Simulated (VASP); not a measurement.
Wanted: the native input for a VASP 6.6.1 run.

```yaml
Task: single point
Functional: PBE
Potentials_or_basis: VASP PAW PBE potentials, release 64 (Sr_sv)
Cutoff: 500 eV
k_mesh: 3 × 3 × 1
Occupations: fermi-dirac, width 0.1 eV
Spin: no spin polarisation
Dipole_correction: no
Further_INCAR_settings: ALGO = Normal; EDIFF = 1e-06; NBANDS = 17
```

The structure of Sr lies in POSCAR:

```
Sr
1.0
    4.3100002207      0.0000000000      0.0000000000
   -2.1550001104      3.7325696814      0.0000000000
    0.0000000000      0.0000000000      7.0500000000
Sr
2
Direct
    0.3333333333      0.6666666667      0.2500000000
    0.6666666667      0.3333333333      0.7500000000
```

This isn't the form of Sr at room conditions, which is fcc.

These files were run (other wordings do the same):

INCAR

```
PREC = Accurate ; ENCUT = 500
EDIFF = 1E-6 ; ISMEAR = -1
SIGMA = 0.1 ; LREAL = F
LASPH = T ; NELM = 120
ALGO = Normal ; ISIF = 2
LWAVE = F ; LCHARG = F
GGA = PE ; NBANDS = 17
GGA_COMPAT = F
```

KPOINTS

```
regular mesh
0
Gamma
  3 3 1
```

Potentials or basis: VASP PAW PBE potentials, release 64 (Sr_sv).

Run with:

```console
$ cat potpaw_PBE.64/Sr_sv/POTCAR > POTCAR
$ mpirun -np 1 vasp_std > vasp.out
```

Results of the run:

The pressure is -0.3 GPa and the band gap on the k mesh is zero (bands 10 and 11 overlap by 0.17 eV).

Caveat: the k points lie up to 0.89 Å⁻¹ apart.

Run time: 5 s on 1 thread of AMD EPYC 9R45 96-Core Processor (Zen 5) (shared host), peak memory 0.18 GiB.
